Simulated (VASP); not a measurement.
# TiTe2 (P-3m1) in VASP: a series of runs

TiTe2 is run at these levels: LDA, PBEsol; tasks: single point.

Program: VASP 6.6.1. These are calculated values, not measurements. Logs are shortened: lines on timing, memory, paths and dates and some standing lists are left out, and cuts for length are marked.

## (1) The cell of the first run

It takes space group P-3m1 (No. 164, trigonal). Conventional cell: a = 3.676 Å, b = 3.676 Å, c = 6.306 Å, α = 90.00°, β = 90.00°, γ = 120.00°. Te (site symmetry 3m) has 3 Ti at 2.72 Å and 9 Te at 3.60 to 3.68 Å within 3.7 Å. Ti (site symmetry -3m) has 6 Te at 2.72 Å and 6 Ti at 3.68 Å within 3.7 Å.

## (2) Single point, LDA

INCAR

```
SYSTEM = TiTe2
  PREC = Accurate
  ENCUT = 520
  EDIFF = 1E-6
  ISMEAR = -1
  SIGMA = 0.05
  LREAL = .FALSE.
  LASPH = .TRUE.
  NELM = 80
  ALGO = Normal
  ISIF = 2
  LWAVE = .FALSE.
  LCHARG = .FALSE.
  GGA = CA
  NBANDS = 19
```

KPOINTS

```
Automatic mesh
0
G
  8 8 4
  0 0 0
```

POSCAR

```
TiTe2
1.0
    3.6758281798      0.0000000000      0.0000000000
   -1.8379140899      3.1833605837      0.0000000000
    0.0000000000      0.0000000000      6.3056114865
Te Ti
2 1
Direct
    0.3333333333      0.6666666667      0.7304875417
    0.6666666667      0.3333333333      0.2695124583
    0.0000000000      0.0000000000      0.0000000000
```

Potentials or basis: VASP PAW LDA potentials, release 64 (Te, Ti_sv).

Command:

```bash
cat potpaw_LDA.64/Te/POTCAR potpaw_LDA.64/Ti_sv/POTCAR > POTCAR
mpirun -np 1 vasp_std > vasp.out
```

OUTCAR:

```text
SYSTEM = TiTe2
   PREC = Accurate
   ENCUT = 520
   EDIFF = 1E-6
   ISMEAR = -1
   LREAL = .FALSE.
   LASPH = .TRUE.
   NELM = 80
   ISIF = 2
   GGA = CA

 ion  position               nearest neighbor table
   1  0.333  0.667  0.730-   3 2.72   3 2.72   3 2.72   2 3.60   2 3.60   2 3.60
   2  0.667  0.333  0.270-   3 2.72   3 2.72   3 2.72   1 3.60   1 3.60   1 3.60
   3  0.000  0.000  0.000-   1 2.72   2 2.72   2 2.72   1 2.72   2 2.72   1 2.72

  LATTYP: Found a hexagonal cell.
 ALAT       =     3.6758281798
 C/A-ratio  =     1.7154260695

  Lattice vectors:

 A1 = (   3.6758281798,   0.0000000000,   0.0000000000)
 A2 = (  -1.8379140899,   3.1833605837,   0.0000000000)
 A3 = (   0.0000000000,   0.0000000000,   6.3056114865)

Analysis of symmetry for initial positions (statically):
=====================================================================
 Subroutine PRICEL returns:
 Original cell was already a primitive cell.

 Routine SETGRP: Setting up the symmetry group for a
 hexagonal supercell.

 Subroutine GETGRP returns: Found 12 space group operations
 (whereof 12 operations were pure point group operations)
 out of a pool of 24 trial point group operations.

The static configuration has the point symmetry D_3d.

Analysis of symmetry for dynamics (positions and initial velocities):
=====================================================================
 Subroutine PRICEL returns:
 Original cell was already a primitive cell.

 Routine SETGRP: Setting up the symmetry group for a
 hexagonal supercell.

 Subroutine GETGRP returns: Found 12 space group operations
 (whereof 12 operations were pure point group operations)
 out of a pool of 24 trial point group operations.

The dynamic configuration has the point symmetry D_3d.

 Subroutine INISYM returns: Found 12 space group operations
 (whereof 12 operations are pure point group operations),
 and found     1 'primitive' translations

----------------------------------------------------------------------------------------

                                     Primitive cell

  volume of cell :      73.7850

  direct lattice vectors                    reciprocal lattice vectors
     3.675828180  0.000000000  0.000000000     0.272047536  0.157066718  0.000000000
    -1.837914090  3.183360584  0.000000000     0.000000000  0.314133437  0.000000000
     0.000000000  0.000000000  6.305611487     0.000000000  0.000000000  0.158588902

  length of vectors
     3.675828180  3.675828180  6.305611487     0.314133437  0.314133437  0.158588902

  position of ions in fractional coordinates (direct lattice)
     0.333333333  0.666666667  0.730487542
     0.666666667  0.333333333  0.269512458
     0.000000000  0.000000000  0.000000000

  ion indices of the primitive-cell ions
   primitive index   ion index
                 1           1
                 2           2
                 3           3

----------------------------------------------------------------------------------------

 KPOINTS: Automatic mesh

Automatic generation of k-mesh.
 Grid dimensions read from file:
 generate k-points for:    8    8    4

 Generating k-lattice:

  Cartesian coordinates                     Fractional coordinates (reciprocal lattice)
     0.034005942  0.019633340  0.000000000     0.125000000  0.000000000  0.000000000
     0.000000000  0.039266680  0.000000000     0.000000000  0.125000000  0.000000000
     0.000000000  0.000000000  0.039647225     0.000000000  0.000000000  0.250000000

  Length of vectors
     0.039266680  0.039266680  0.039647225

  Shift w.r.t. Gamma in fractional coordinates (k-lattice)
     0.000000000  0.000000000  0.000000000

 Subroutine IBZKPT returns following result:
 ===========================================

 Found     35 irreducible k-points:

 Following reciprocal coordinates:
            Coordinates               Weight
  0.000000  0.000000  0.000000      1.000000
  0.125000  0.000000  0.000000      6.000000
  0.250000  0.000000  0.000000      6.000000
  0.375000  0.000000  0.000000      6.000000
  0.500000  0.000000  0.000000      3.000000
  0.125000  0.125000  0.000000      6.000000
[... 16 lines left out ...]
 -0.125000  0.500000  0.250000     12.000000
  0.250000  0.250000  0.250000     12.000000
 [... further k-points ...]
   k-points           NKPTS =     35   k-points in BZ     NKDIM =     35   number of bands    NBANDS=     19
   number of dos      NEDOS =    301   number of ions     NIONS =      3
   total plane-waves  NPLWV =  37632
   dimension x,y,z NGX =    28 NGY =   28 NGZ =   48
   dimension x,y,z NGXF=    56 NGYF=   56 NGZF=   96
   ions per type =               2   1
   NGX,Y,Z   is equivalent  to a cutoff of  12.66, 12.66, 12.66 a.u.
   NGXF,Y,Z  is equivalent  to a cutoff of  25.33, 25.33, 25.31 a.u.
 SYSTEM =  TiTe2
   PREC   = accura    normal or accurate (medium, high low for compatibility)
   ISTART =      0    job   : 0-new  1-cont  2-samecut
   ICHARG =      2    charge: 1-file 2-atom 10-const
   ISPIN  =      1    spin polarized calculation?
   LNONCOLLINEAR =      F non collinear calculations
   LSORBIT =      F    spin-orbit coupling
   LASPH  =      T    aspherical Exc in radial PAW
   ENCUT  =  520.0 eV  38.22 Ry    6.18 a.u.   6.83  6.83 11.72*2*pi/ulx,y,z
   NELM   =     80;   NELMIN=  2; NELMDL= -5     # of ELM steps
   EDIFF  = 0.1E-05   stopping-criterion for ELM
   LREAL  =      F    real-space projection
   EDIFFG = 0.1E-04   stopping-criterion for IOM
   NSW    =      0    number of steps for IOM
   IBRION =     -1    ionic relax: 0-MD 1-quasi-New 2-CG
   NFREE  =      0    steps in history (QN), initial steepest desc. (CG)
   ISIF   =      2    stress and relaxation
   ISYM   =      2    0-nonsym 1-usesym 2-fastsym
   POTIM  = 0.5000    time-step for ionic-motion
   TEBEG  =    0.0;   TEEND  =   0.0 temperature during run
   PSTRESS=    0.0 pullay stress
   NELECT =      24.0000    total number of electrons
   NUPDOWN=      -1.0000    fix difference up-down
   EMIN   =  10.00;   EMAX   =-10.00  energy-range for DOS
   EFERMI =   0.00;   METHOD = LEGACY
   ISMEAR =    -1;   SIGMA  =   0.05  broadening in eV -4-tet -1-fermi 0-gaus
   EFERMI_NEDOS =   21; number of points for ismear=-14 and -15
   IALGO  =     38    algorithm
   IMIX   =      4    mixing-type and parameters
     AMIX     =   0.40;   BMIX     =  1.00
     AMIX_MAG =   1.60;   BMIX_MAG =  1.00
  volume/ion in A,a.u.               =      24.60       165.98
  Fermi-wavevector in a.u.,A,eV,Ry     =   1.125872  2.127590 17.246590  1.267589
  Thomas-Fermi vector in A             =   2.262552
   LORBIT       =      0    0 simple, 1 ext, 2 COOP (PROOUT), +10 PAW based schemes
   GGA     = CA    functional components
   LHFCALC =     F    Hartree Fock is set to
   AEXX    =    0.0000 exact exchange contribution
   IVDW    =     0    specifies the selected vdW correction
   LEPSILON=     F    determine dielectric tensor
   LRPA    =     F    only Hartree local field effects (RPA)
 non-spin polarized calculation
  energy-cutoff  :      520.00
  volume of cell :       73.79
 maximum number of plane-waves:      2008
 NGX is ok and might be reduce to    28
   NGX = 13   NGY = 13   NGZ = 23

 number of electron      24.0000002 magnetization

 Free energy of the ion-electron system (eV)
  ---------------------------------------------------
  ext. energy  EPLUGINS =         0.00000000
  ---------------------------------------------------
  free energy    TOTEN  =       -18.35396708 eV

  energy without entropy =      -18.34222674  energy(sigma->0) =      -18.34809691

 E-fermi :   7.6859     XC(G=0): -10.4900

 val. band max:        7.6725420404   @ k =   0.5000   0.0000   0.0000
 cond. band min:       7.6971205418   @ k =   0.1250   0.0000   0.0000
 fundamental gap:      0.0245785014
 Fermi energy:         7.6858529718

 k-point     1 :       0.0000    0.0000    0.0000
  band No.  band energies     occupation
      1     -48.8752      2.00000
      2     -25.5284      2.00000
      3     -25.5284      2.00000
      4     -25.5146      2.00000
      5      -5.1891      2.00000
      6      -3.3978      2.00000
[... 11 lines left out ...]
     18      12.9714      0.00000
     19      14.2318      0.00000

 k-point     2 :       0.1250    0.0000    0.0000
  band No.  band energies     occupation
      1     -48.8745      2.00000
      2     -25.5376      2.00000
      3     -25.5305      2.00000
      4     -25.5124      2.00000
      5      -4.9968      2.00000
      6      -3.2995      2.00000
[... 11 lines left out ...]
     18      13.9061      0.00000
     19      14.9861      0.00000

 k-point     3 :       0.2500    0.0000    0.0000
  band No.  band energies     occupation
      1     -48.8727      2.00000
      2     -25.5596      2.00000
      3     -25.5355      2.00000
      4     -25.5070      2.00000
      5      -4.4546      2.00000
      6      -3.0525      2.00000
[... 11 lines left out ...]
     18      13.5666      0.00000
     19      14.3839      0.00000

 k-point     4 :       0.3750    0.0000    0.0000
  band No.  band energies     occupation
      1     -48.8709      2.00000
      2     -25.5815      2.00000
      3     -25.5404      2.00000
      4     -25.5016      2.00000
      5      -3.7003      2.00000
      6      -2.8378      2.00000
[... 11 lines left out ...]
     18      13.3334      0.00000
     19      13.6122      0.00000

 k-point     5 :       0.5000    0.0000    0.0000
  band No.  band energies     occupation
      1     -48.8702      2.00000
      2     -25.5905      2.00000
      3     -25.5425      2.00000
      4     -25.4993      2.00000
      5      -3.1481      2.00000
      6      -2.9059      2.00000
[... 11 lines left out ...]
     18      13.2080      0.00000
     19      13.3248      0.00000
[... 334 lines left out ...]
      2     -25.5717      2.00000
      3     -25.5423      2.00000
      4     -25.5032      2.00000
      5      -3.8207      2.00000
      6      -3.0986      2.00000
[... 11 lines left out ...]
     18      13.3577      0.00000
     19      14.3385      0.00000

 k-point    22 :       0.3750    0.1250    0.2500
  band No.  band energies     occupation
      1     -48.8702      2.00000
      2     -25.5855      2.00000
      3     -25.5475      2.00000
      4     -25.4994      2.00000
      5      -3.2713      2.00000
      6      -2.7640      2.00000
[... 11 lines left out ...]
     18      13.0858      0.00000
     19      13.7713      0.00000

 k-point    23 :      -0.1250    0.5000    0.2500
  band No.  band energies     occupation
      1     -48.8702      2.00000
      2     -25.5855      2.00000
      3     -25.5475      2.00000
      4     -25.4994      2.00000
      5      -3.1594      2.00000
      6      -2.9060      2.00000
[... 11 lines left out ...]
     18      12.7019      0.00000
     19      14.1098      0.00000

 k-point    24 :       0.2500    0.2500    0.2500
  band No.  band energies     occupation
      1     -48.8702      2.00000
      2     -25.5785      2.00000
      3     -25.5545      2.00000
      4     -25.4994      2.00000
      5      -3.2660      2.00000
      6      -2.8085      2.00000
[... 11 lines left out ...]
     18      13.0224      0.00000
     19      13.9519      0.00000

 [... further k-points ...]
[... 5 lines left out ...]
  --------------------------------------------------------------------------------------
  -------------------------------------------------------------------------------------
  Total        0.0493335      0.0493335      0.0606252      0.0000000      0.0000000      0.0000000
  in kB        1.0712347      1.0712347      1.3164241      0.0000000      0.0000000      0.0000000
  external PRESSURE =       1.1529645 kB  Pullay stress =       0.0000000 kB

 VOLUME and BASIS-vectors are now :
 -----------------------------------------------------------------------------
  energy-cutoff  :      520.00
  volume of cell :       73.79
      direct lattice vectors                 reciprocal lattice vectors
     3.675828180  0.000000000  0.000000000     0.272047536  0.157066718  0.000000000
    -1.837914090  3.183360584  0.000000000     0.000000000  0.314133437  0.000000000
     0.000000000  0.000000000  6.305611487     0.000000000  0.000000000  0.158588902

 POSITION                                       TOTAL-FORCE (eV/Angst)
 -----------------------------------------------------------------------------------
     -0.00000      2.12224      4.60617        -0.000000      0.000000     -0.032553
      1.83791      1.06112      1.69944         0.000000      0.000000      0.032553
      0.00000      0.00000      0.00000         0.000000      0.000000      0.000000
 -----------------------------------------------------------------------------------
    total drift:                               -0.000000     -0.000000      0.000000

  FREE ENERGIE OF THE ION-ELECTRON SYSTEM (eV)
  ---------------------------------------------------
  free  energy   TOTEN  =       -18.3539670758 eV

  energy  without entropy=      -18.3422267355  energy(sigma->0) =      -18.34809691
```

Run time: 20 s. Hardware: 1 thread of AMD EPYC 9R45 (Zen 5), shared host; peak memory 0.16 GiB.

What came out:

| Quantity | Value |
| --- | --- |
| Free energy | -18.3540 eV |
| Pressure | 0.1 GPa |
| Largest force | 0.033 eV/Å |
| Band gap on the k mesh | zero (bands 12 and 13 overlap by 0.85 eV) |

Forces in eV/Å, atoms in the order of the input:
```
Te   0.000  0.000 -0.033
Te   0.000  0.000  0.033
Ti   0.000  0.000  0.000
```

Caveat: spin-orbit coupling is left out, which moves the levels of the heavy elements.

## (3) Single point, PBEsol

This run uses another cell than the first one, of 25.40 Å³/atom.

INCAR

```
SYSTEM = TiTe2
  ALGO = Normal
  EDIFF = 1E-6
  ENCUT = 520
  GGA = PS
  ISIF = 2
  ISMEAR = -1
  LASPH = .TRUE.
  LCHARG = .FALSE.
  LREAL = .FALSE.
  LWAVE = .FALSE.
  NBANDS = 19
  NELM = 80
  PREC = Accurate
  SIGMA = 0.05
```

KPOINTS

```
k-points
0
G
  8 8 4
  0 0 0
```

POSCAR

```
TiTe2
1.0
    3.7058185667      0.0000000000      0.0000000000
   -1.8529092833      3.2093330206      0.0000000000
    0.0000000000      0.0000000000      6.4066931930
Te Ti
2 1
Direct
    0.3333333333      0.6666666667      0.7321480579
    0.6666666667      0.3333333333      0.2678519421
    0.0000000000      0.0000000000      0.0000000000
```

Potentials or basis: VASP PAW PBE potentials, release 64 (Te, Ti_sv).

Command:

```bash
cat potpaw_PBE.64/Te/POTCAR potpaw_PBE.64/Ti_sv/POTCAR > POTCAR
mpirun -np 1 vasp_std > vasp.out
```

Wall time 23 s (1 thread of AMD EPYC 9R45 (Zen 5), shared host); peak memory 0.18 GiB.

The run converged. Its results:

```yaml
Free_energy: -17.5494 eV
Pressure: 0.0 GPa
Largest_force: 0.015 eV/Å
Band_gap_on_the_k_mesh: zero (bands 12 and 13 overlap by 0.82 eV)
```

Forces in eV/Å, atoms in the order of the input:
```
Te   0.000  0.000 -0.015
Te   0.000  0.000  0.015
Ti   0.000  0.000  0.000
```

Levels at points of the mesh, in eV from the Fermi level:
```
           k point  band 10  band 11  band 12  band 13  band 14  band 15
(0.00, 0.00, 0.00)     0.27     0.45     0.45     0.71     1.29     1.29
(0.50, 0.00, 0.00)    -2.50    -1.72    -1.12    -0.01     1.28     1.63
(0.00, 0.00, 0.50)    -1.53     0.44     0.44     0.90     0.90     1.10
(0.50, 0.00, 0.50)    -2.05    -0.92    -0.47    -0.37     1.28     1.62
```

Caveat: the PAW data sets were made with another functional, which shifts forces and pressure a little; spin-orbit coupling is left out, which moves the levels of the heavy elements; this functional lacks dispersion, which binds layers or chains, so the pressure and a relaxed spacing across them are unreliable.

The gap in the log of VASP goes by the Fermi energy; the results here count the filled bands.